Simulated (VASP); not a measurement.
Write the native input for VASP 6.6.1 that does the following.

| Property | Result |
| --- | --- |
| Task | single point |
| Functional | PBEsol |
| Potentials or basis | VASP PAW PBE potentials, release 64 (Ga_d, N) |
| Cutoff | 520 eV |
| k mesh | 8 × 8 × 4 |
| Occupations | gaussian, width 0.01 eV |
| Spin | non-collinear spin, zero start, spin-orbit coupling |
| Starting moments | [[0.0, 0.0, 0.0], [0.0, 0.0, 0.0], [0.0, 0.0, 0.0], [0.0, 0.0, 0.0]] μB |
| Dipole correction | no |
| Further INCAR settings | ALGO = Normal; EDIFF = 1e-06; NBANDS = 50 |

The structure of GaN lies in POSCAR:

```
GaN
1.0
    3.1461869902      0.0000000000      0.0000000000
   -1.5730934951      2.7246778586      0.0000000000
    0.0000000000      0.0000000000      5.1264426238
Ga N
2 2
Direct
    0.3333333333      0.6666666667     -0.0007462060
    0.6666666667      0.3333333333      0.4992537940
    0.3333333333      0.6666666667      0.3757462060
    0.6666666667      0.3333333333      0.8757462060
```

These files were run (other wordings do the same):

INCAR

```
  ALGO = Normal
  EDIFF = 1E-6
  ENCUT = 520
  GGA = PS
  GGA_COMPAT = F
  ISIF = 2
  ISMEAR = 0
  LASPH = T
  LCHARG = F
  LORBIT = 11
  LORBMOM = T
  LREAL = F
  LSORBIT = T
  LWAVE = F
  MAGMOM = 0 0 0 0 0 0 0 0 0 0 0 0
  NBANDS = 50
  NELM = 150
  PREC = Accurate
  SIGMA = 0.01
```

KPOINTS

```
k-points
0
Gamma
  8 8 4
```

Potentials or basis: VASP PAW PBE potentials, release 64 (Ga_d, N).

Run with:

```bash
$ cat potpaw_PBE.64/Ga_d/POTCAR potpaw_PBE.64/N/POTCAR > POTCAR
$ mpirun -np 1 vasp_ncl > vasp.out
```

It gave:

```json
{
 "Pressure": "6.7 GPa",
 "Net moment": "0.00 μB per cell",
 "Valence electrons inside the program's atomic spheres": "Ga 11.95; N 3.76"
}
```

Caveat: the cell stands under pressure; the PAW data sets were made with another functional, which shifts forces and pressure a little.

Run time: 4.9 min on 1 thread of Intel Xeon 8259CL (shared host), peak memory 0.32 GiB.
